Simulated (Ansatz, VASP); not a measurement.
## GaOsC6N6 in VASP and in Ansatz

File INCAR:

```
ALGO = Normal
EDIFF = 1E-7
ENCUT = 520
GGA = PE
ISIF = 2
ISMEAR = 0
ISPIN = 2
LASPH = T
LCHARG = F
LMAXMIX = 4
LORBIT = 11
LREAL = F
LWAVE = F
MAGMOM = 0 1 0 0 0 0 0 0 0 0 0 0 0 0
NBANDS = 54
NELM = 150
PREC = Accurate
SIGMA = 0.1
```

Contents of KPOINTS:

```
k-points
0
Gamma
  4 4 4
```

File POSCAR:

```
GaOsC6N6
1.0
    0.0000000000      5.0510000000      5.0510000000
    5.0510000000      0.0000000000      5.0510000000
    5.0510000000      5.0510000000      0.0000000000
Ga Os C N
1 1 6 6
Direct
    0.0000000000      0.0000000000      0.0000000000
    0.5000000000      0.5000000000      0.5000000000
    0.8123143900      0.1876856100      0.1876856100
    0.1876856100      0.8123143900      0.1876856100
    0.1876856100      0.1876856100      0.8123143900
    0.1876856100      0.8123143900      0.8123143900
    0.8123143900      0.1876856100      0.8123143900
    0.8123143900      0.8123143900      0.1876856100
    0.6964957400      0.3035042600      0.3035042600
    0.3035042600      0.6964957400      0.3035042600
    0.3035042600      0.3035042600      0.6964957400
    0.3035042600      0.6964957400      0.6964957400
    0.6964957400      0.3035042600      0.6964957400
    0.6964957400      0.6964957400      0.3035042600
```

Input for Ansatz:

```yaml
crystal:
  lattice:
    - [0.0, 5.051, 5.051]
    - [5.051, 0.0, 5.051]
    - [5.051, 5.051, 0.0]
  atoms:
    - { symbol: Ga, position: [0.0, 0.0, 0.0] }
    - { symbol: Os, position: [0.5, 0.5, 0.5], spin: 1.0 }
    - { symbol: C, position: [0.81231439, 0.18768561, 0.18768561] }
    - { symbol: C, position: [0.18768561, 0.81231439, 0.18768561] }
    - { symbol: C, position: [0.18768561, 0.18768561, 0.81231439] }
    - { symbol: C, position: [0.18768561, 0.81231439, 0.81231439] }
    - { symbol: C, position: [0.81231439, 0.18768561, 0.81231439] }
    - { symbol: C, position: [0.81231439, 0.81231439, 0.18768561] }
    - { symbol: "N", position: [0.69649574, 0.30350426, 0.30350426] }
    - { symbol: "N", position: [0.30350426, 0.69649574, 0.30350426] }
    - { symbol: "N", position: [0.30350426, 0.30350426, 0.69649574] }
    - { symbol: "N", position: [0.30350426, 0.69649574, 0.69649574] }
    - { symbol: "N", position: [0.69649574, 0.30350426, 0.69649574] }
    - { symbol: "N", position: [0.69649574, 0.69649574, 0.30350426] }
basis:
  ecutwfc: 420
kpoints:
  mp_grid: { grid: [4, 4, 4] }
hamiltonian:
  xc: pbe
scf:
  occupations: { method: gaussian, width: 0.1 }
  lower_state_search: "off"
output:
  forces: true
  stress: true
  eigenvalues: true
  populations: true
magnetization:
  spin_polarized: true
```

Alike in both runs: task single point; functional PBE; k mesh 4 × 4 × 4; occupations gaussian, width 0.1 eV; collinear spin.

|  | VASP | Ansatz |
| --- | --- | --- |
| version | VASP 6.6.1 | Ansatz 0.2.0 |
| potentials or method | VASP PAW PBE potentials, release 64 (Ga_d, Os, C, N), cutoff 520 eV | scalar-relativistic, plane waves, PAW |
| valence electrons in the cell | 75 | 83 |

Ansatz gave:

* gap on the k mesh at the Fermi level (eV): none
* pressure (GPa): 10.2
* rms of the force components (eV/Å): 1.497
* net moment per atom (μB): 0.07
* size of the moment on the site where the two differ most (μB): 0.43

**Question.** Which values does VASP return?

**Answer.** gap on the k mesh at the Fermi level (eV): none; pressure (GPa): 10.7; rms of the force components (eV/Å): 1.338; net moment per atom (μB): 0.00; size of the moment on the site where the two differ most (μB): 0.00.

Site moments also hang on the region over which each program counts them. Atom by atom the forces differ by 0.196 eV/Å (rms over components). A gap of «none» marks a metal or a gap that the smearing closes. VASP's potentials hold 75 valence electrons a cell and Ansatz's 83, so a difference there can come from the potentials and not from the codes.

Neither program's run includes spin-orbit coupling. Noted on VASP's run: the standard files for N, O and F lose accuracy on very short bonds.
